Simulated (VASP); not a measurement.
# CoSi2 (fluorite type) (Fm-3m) in VASP: further runs

CoSi2 (fluorite type) is run at these levels: PBE; tasks: single point.

All numbers are computed with VASP 6.6.1; they aren't measurements. Logs are shortened: lines on timing, memory, paths and dates and some standing lists are left out, and cuts for length are marked.

## (1) The cell of the first run

The structure is cubic, space group Fm-3m (No. 225). The conventional cell has a = 4.974 Å, b = 4.974 Å, c = 4.974 Å, α = 90.00°, β = 90.00°, γ = 90.00°. Within 2.8 Å of Co (site symmetry m-3m) lie 8 Si at 2.15 Å. Si (site symmetry -43m) has 4 Co at 2.15 Å and 6 Si at 2.49 Å within 2.8 Å.

## (2) Single point, PBE

INCAR

```
SYSTEM = CoSi2
PREC = Accurate
ENCUT = 520
EDIFF = 1E-7
ISMEAR = -1
SIGMA = 0.1
LREAL = .False.
LASPH = .True.
NELM = 100
ALGO = Normal
ISIF = 2
LWAVE = .False.
LCHARG = .False.
GGA = PE
NBANDS = 16
```

KPOINTS

```
regular mesh
0
Gamma
  11 11 11
  0 0 0
```

POSCAR

```
CoSi2
1.0
    0.0000000000      2.4869018563      2.4869018563
    2.4869018563      0.0000000000      2.4869018563
    2.4869018563      2.4869018563      0.0000000000
Co Si
1 2
Direct
    0.0000000000      0.0000000000      0.0000000000
    0.2500000000      0.2500000000      0.2500000000
    0.7500000000      0.7500000000      0.7500000000
```

Potentials or basis: VASP PAW PBE potentials, release 64 (Co, Si).

Started as:

```
cat potpaw_PBE.64/Co/POTCAR potpaw_PBE.64/Si/POTCAR > POTCAR
mpirun -np 1 vasp_std > vasp.out
```

OUTCAR:

```text
SYSTEM = CoSi2
   PREC = Accurate
   ENCUT = 520
   EDIFF = 1E-7
   ISMEAR = -1
   LREAL = .False.
   LASPH = .True.
   NELM = 100
   ISIF = 2
   GGA = PE

 ion  position               nearest neighbor table
   1  0.000  0.000  0.000-   2 2.15   3 2.15   3 2.15   3 2.15   3 2.15   2 2.15   2 2.15   2 2.15

   2  0.250  0.250  0.250-   1 2.15   1 2.15   1 2.15   1 2.15   3 2.49   3 2.49   3 2.49   3 2.49
                             3 2.49   3 2.49
   3  0.750  0.750  0.750-   1 2.15   1 2.15   1 2.15   1 2.15   2 2.49   2 2.49   2 2.49   2 2.49
                             2 2.49   2 2.49

  LATTYP: Found a face centered cubic cell.
 ALAT       =     4.9738037126

  Lattice vectors:

 A1 = (   0.0000000000,   2.4869018563,   2.4869018563)
 A2 = (   2.4869018563,   0.0000000000,   2.4869018563)
 A3 = (   2.4869018563,   2.4869018563,   0.0000000000)

Analysis of symmetry for initial positions (statically):
=====================================================================
 Subroutine PRICEL returns:
 Original cell was already a primitive cell.

 Routine SETGRP: Setting up the symmetry group for a
 face centered cubic supercell.

 Subroutine GETGRP returns: Found 48 space group operations
 (whereof 48 operations were pure point group operations)
 out of a pool of 48 trial point group operations.

The static configuration has the point symmetry O_h .

Analysis of symmetry for dynamics (positions and initial velocities):
=====================================================================
 Subroutine PRICEL returns:
 Original cell was already a primitive cell.

 Routine SETGRP: Setting up the symmetry group for a
 face centered cubic supercell.

 Subroutine GETGRP returns: Found 48 space group operations
 (whereof 48 operations were pure point group operations)
 out of a pool of 48 trial point group operations.

The dynamic configuration has the point symmetry O_h .

 Subroutine INISYM returns: Found 48 space group operations
 (whereof 48 operations are pure point group operations),
 and found     1 'primitive' translations

----------------------------------------------------------------------------------------

                                     Primitive cell

  volume of cell :      30.7614

  direct lattice vectors                    reciprocal lattice vectors
     0.000000000  2.486901856  2.486901856    -0.201053370  0.201053370  0.201053370
     2.486901856  0.000000000  2.486901856     0.201053370 -0.201053370  0.201053370
     2.486901856  2.486901856  0.000000000     0.201053370  0.201053370 -0.201053370

  length of vectors
     3.517010333  3.517010333  3.517010333     0.348234653  0.348234653  0.348234653

  position of ions in fractional coordinates (direct lattice)
     0.000000000  0.000000000  0.000000000
     0.250000000  0.250000000  0.250000000
     0.750000000  0.750000000  0.750000000

  ion indices of the primitive-cell ions
   primitive index   ion index
                 1           1
                 2           2
                 3           3

----------------------------------------------------------------------------------------

 KPOINTS: regular mesh

Automatic generation of k-mesh.
 Grid dimensions read from file:
 generate k-points for:   11   11   11

 Generating k-lattice:

  Cartesian coordinates                     Fractional coordinates (reciprocal lattice)
    -0.018277579  0.018277579  0.018277579     0.090909091  0.000000000  0.000000000
     0.018277579 -0.018277579  0.018277579     0.000000000  0.090909091  0.000000000
     0.018277579  0.018277579 -0.018277579     0.000000000  0.000000000  0.090909091

  Length of vectors
     0.031657696  0.031657696  0.031657696

  Shift w.r.t. Gamma in fractional coordinates (k-lattice)
     0.000000000  0.000000000  0.000000000

 Subroutine IBZKPT returns following result:
 ===========================================

 Found     56 irreducible k-points:

 Following reciprocal coordinates:
            Coordinates               Weight
  0.000000  0.000000  0.000000      1.000000
  0.090909  0.000000  0.000000      8.000000
  0.181818  0.000000  0.000000      8.000000
  0.272727  0.000000  0.000000      8.000000
  0.363636  0.000000  0.000000      8.000000
  0.454545  0.000000  0.000000      8.000000
[... 16 lines left out ...]
 -0.272727  0.181818  0.000000     24.000000
 -0.181818  0.181818  0.000000     12.000000
 [... further k-points ...]
   k-points           NKPTS =     56   k-points in BZ     NKDIM =     56   number of bands    NBANDS=     16
   number of dos      NEDOS =    301   number of ions     NIONS =      3
   total plane-waves  NPLWV =  21952
   dimension x,y,z NGX =    28 NGY =   28 NGZ =   28
   dimension x,y,z NGXF=    56 NGYF=   56 NGZF=   56
   ions per type =               1   2
   NGX,Y,Z   is equivalent  to a cutoff of  13.24, 13.24, 13.24 a.u.
   NGXF,Y,Z  is equivalent  to a cutoff of  26.47, 26.47, 26.47 a.u.
 SYSTEM =  CoSi2
   PREC   = accura    normal or accurate (medium, high low for compatibility)
   ISTART =      0    job   : 0-new  1-cont  2-samecut
   ICHARG =      2    charge: 1-file 2-atom 10-const
   ISPIN  =      1    spin polarized calculation?
   LNONCOLLINEAR =      F non collinear calculations
   LSORBIT =      F    spin-orbit coupling
   LASPH  =      T    aspherical Exc in radial PAW
   ENCUT  =  520.0 eV  38.22 Ry    6.18 a.u.   6.54  6.54  6.54*2*pi/ulx,y,z
   NELM   =    100;   NELMIN=  2; NELMDL= -5     # of ELM steps
   EDIFF  = 0.1E-06   stopping-criterion for ELM
   LREAL  =      F    real-space projection
   EDIFFG = 0.1E-05   stopping-criterion for IOM
   NSW    =      0    number of steps for IOM
   IBRION =     -1    ionic relax: 0-MD 1-quasi-New 2-CG
   NFREE  =      0    steps in history (QN), initial steepest desc. (CG)
   ISIF   =      2    stress and relaxation
   ISYM   =      2    0-nonsym 1-usesym 2-fastsym
   POTIM  = 0.5000    time-step for ionic-motion
   TEBEG  =    0.0;   TEEND  =   0.0 temperature during run
   PSTRESS=    0.0 pullay stress
   NELECT =      17.0000    total number of electrons
   NUPDOWN=      -1.0000    fix difference up-down
   EMIN   =  10.00;   EMAX   =-10.00  energy-range for DOS
   EFERMI =   0.00;   METHOD = LEGACY
   ISMEAR =    -1;   SIGMA  =   0.10  broadening in eV -4-tet -1-fermi 0-gaus
   EFERMI_NEDOS =   21; number of points for ismear=-14 and -15
   IALGO  =     38    algorithm
   IMIX   =      4    mixing-type and parameters
     AMIX     =   0.40;   BMIX     =  1.00
     AMIX_MAG =   1.60;   BMIX_MAG =  1.00
  volume/ion in A,a.u.               =      10.25        69.20
  Fermi-wavevector in a.u.,A,eV,Ry     =   1.343453  2.538758 24.556694  1.804866
  Thomas-Fermi vector in A             =   2.471526
   LORBIT       =      0    0 simple, 1 ext, 2 COOP (PROOUT), +10 PAW based schemes
   GGA     = PE    functional components
[... 5 lines left out ...]
 non-spin polarized calculation
  energy-cutoff  :      520.00
  volume of cell :       30.76
 maximum number of plane-waves:       869
 NGX is ok and might be reduce to    28
   NGX = 13   NGY = 13   NGZ = 13

 number of electron      17.0000003 magnetization

 Free energy of the ion-electron system (eV)
  ---------------------------------------------------
  ext. energy  EPLUGINS =         0.00000000
  ---------------------------------------------------
  free energy    TOTEN  =       -18.01645823 eV

  energy without entropy =      -17.99170149  energy(sigma->0) =      -18.00407986

 E-fermi :  13.4000     XC(G=0): -12.8036

 val. band max:       13.3767096388   @ k =  -0.2727   0.2727   0.0000
 cond. band min:      13.4914099473   @ k =   0.3636   0.1818   0.0000
 fundamental gap:      0.1147003085
 Fermi energy:        13.3999964855

 k-point     1 :       0.0000    0.0000    0.0000
  band No.  band energies     occupation
      1      -1.5745      2.00000
      2       8.1993      2.00000
      3       8.1993      2.00000
      4       8.1993      2.00000
      5      10.6069      2.00000
      6      10.6069      2.00000
[... 8 lines left out ...]
     15      20.1942      0.00000
     16      20.1942      0.00000

 k-point     2 :       0.0909    0.0000    0.0000
  band No.  band energies     occupation
      1      -1.4259      2.00000
      2       7.9553      2.00000
      3       8.2528      2.00000
      4       8.2528      2.00000
      5      10.5598      2.00000
      6      10.5598      2.00000
[... 8 lines left out ...]
     15      19.4955      0.00000
     16      20.1014      0.00000

 k-point     3 :       0.1818    0.0000    0.0000
  band No.  band energies     occupation
      1      -0.9841      2.00000
      2       7.2527      2.00000
      3       8.3918      2.00000
      4       8.3918      2.00000
      5      10.4717      2.00000
      6      10.4717      2.00000
[... 8 lines left out ...]
     15      19.6703      0.00000
     16      21.3478      0.00000

 k-point     4 :       0.2727    0.0000    0.0000
  band No.  band energies     occupation
      1      -0.2616      2.00000
      2       6.1599      2.00000
      3       8.5489      2.00000
      4       8.5489      2.00000
      5      10.4728      2.00000
      6      10.4728      2.00000
[... 8 lines left out ...]
     15      21.1281      0.00000
     16      22.8893      0.00000
[... 324 lines left out ...]
 k-point    22 :      -0.3636    0.1818    0.0000
  band No.  band energies     occupation
      1       1.9729      2.00000
      2       4.2230      2.00000
      3       7.5616      2.00000
      4       9.0340      2.00000
      5       9.9728      2.00000
      6      10.2224      2.00000
[... 8 lines left out ...]
     15      23.4176      0.00000
     16      24.1306      0.00000

 k-point    23 :      -0.2727    0.1818    0.0000
  band No.  band energies     occupation
      1       0.8645      2.00000
      2       5.4806      2.00000
      3       7.5669      2.00000
      4       9.1545      2.00000
      5       9.8078      2.00000
      6      10.6703      2.00000
[... 8 lines left out ...]
     15      22.2555      0.00000
     16      24.9742      0.00000

 k-point    24 :      -0.1818    0.1818    0.0000
  band No.  band energies     occupation
      1      -0.0211      2.00000
      2       6.3953      2.00000
      3       7.8394      2.00000
      4       8.9324      2.00000
      5       9.8734      2.00000
      6      10.8423      2.00000
[... 8 lines left out ...]
     15      22.0008      0.00000
     16      24.3198      0.00000

 [... further k-points ...]
[... 5 lines left out ...]
  --------------------------------------------------------------------------------------
  -------------------------------------------------------------------------------------
  Total       12.6481259     12.6481259     12.6481259     -0.0000000      0.0000000      0.0000000
  in kB      658.7654692    658.7654692    658.7654692     -0.0000000      0.0000000      0.0000000
  external PRESSURE =     658.7654692 kB  Pullay stress =       0.0000000 kB

 VOLUME and BASIS-vectors are now :
 -----------------------------------------------------------------------------
  energy-cutoff  :      520.00
  volume of cell :       30.76
      direct lattice vectors                 reciprocal lattice vectors
     0.000000000  2.486901856  2.486901856    -0.201053370  0.201053370  0.201053370
     2.486901856  0.000000000  2.486901856     0.201053370 -0.201053370  0.201053370
     2.486901856  2.486901856  0.000000000     0.201053370  0.201053370 -0.201053370

 POSITION                                       TOTAL-FORCE (eV/Angst)
 -----------------------------------------------------------------------------------
      0.00000      0.00000      0.00000        -0.000000      0.000000      0.000000
      1.24345      1.24345      1.24345        -0.000000     -0.000000     -0.000000
      3.73035      3.73035      3.73035         0.000000      0.000000      0.000000
 -----------------------------------------------------------------------------------
    total drift:                               -0.000000     -0.000000      0.000000

  FREE ENERGIE OF THE ION-ELECTRON SYSTEM (eV)
  ---------------------------------------------------
  free  energy   TOTEN  =       -18.0164582337 eV

  energy  without entropy=      -17.9917014862  energy(sigma->0) =      -18.00407986
```

Wall time 71 s (1 thread of AMD EPYC 7R13, shared host); peak memory 0.14 GiB.

What came out:

| Item | Value |
| --- | --- |
| Free energy | -18.0165 eV |
| Pressure | 65.9 GPa |

Spin polarisation is off, so any magnetic state and its effect on volume and gap are missing.

## (3) Single point, PBE

INCAR

```
PREC = Accurate
ENCUT = 520
EDIFF = 1E-6
ISMEAR = -1
SIGMA = 0.1
LREAL = F
LASPH = T
NELM = 80
ALGO = Normal
ISIF = 2
LWAVE = F
LCHARG = F
GGA = PE
NBANDS = 16
```

KPOINTS

```
regular mesh
0
Gamma
  11 11 11
```

POSCAR is that of step 2.

Potentials or basis: VASP PAW PBE potentials, release 64 (Co, Si).

Started as:

```
cat potpaw_PBE.64/Co/POTCAR potpaw_PBE.64/Si/POTCAR > POTCAR
mpirun -np 1 vasp_std > vasp.out
```

Wall time 56 s (1 thread of AMD EPYC 7R13, shared host); peak memory 0.14 GiB.

It converged, with:

| Property | Result |
| --- | --- |
| Free energy | -18.0165 eV |
| Pressure | 65.9 GPa |

Levels at points of the mesh, in eV from the Fermi level:
```
           k point  band 7  band 8  band 9  band 10  band 11  band 12
(0.00, 0.00, 0.00)    3.23    3.43    3.43     3.43     4.39     4.39
```
